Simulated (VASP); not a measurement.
Input of a VASP 6.6.1 run:

The input INCAR:

```
SYSTEM = Re
PREC = Accurate
ENCUT = 520
EDIFF = 1E-6
ISMEAR = 0
SIGMA = 0.05
LREAL = .False.
LASPH = .True.
NELM = 80
ALGO = Fast
ISIF = 2
LWAVE = .False.
LCHARG = .True.
GGA = PE
LELF = .True.
LVHAR = .True.
NBANDS = 10
```

KPOINTS

```
regular mesh
0
Gamma
  8 8 8
  0 0 0
```

File POSCAR:

```
Re
1.0
   -1.5753253036      1.5753253036      1.5753253036
    1.5753253036     -1.5753253036      1.5753253036
    1.5753253036      1.5753253036     -1.5753253036
Re
1
Direct
    0.0000000000      0.0000000000      0.0000000000
```

Potentials or basis: VASP PAW PBE potentials, release 64 (Re).

The run is started by

```bash
$ cat potpaw_PBE.64/Re/POTCAR > POTCAR
$ mpirun -np 1 vasp_std > vasp.out
```

(1) Estimate the pressure.

Results:

(1) -12.4 GPa.
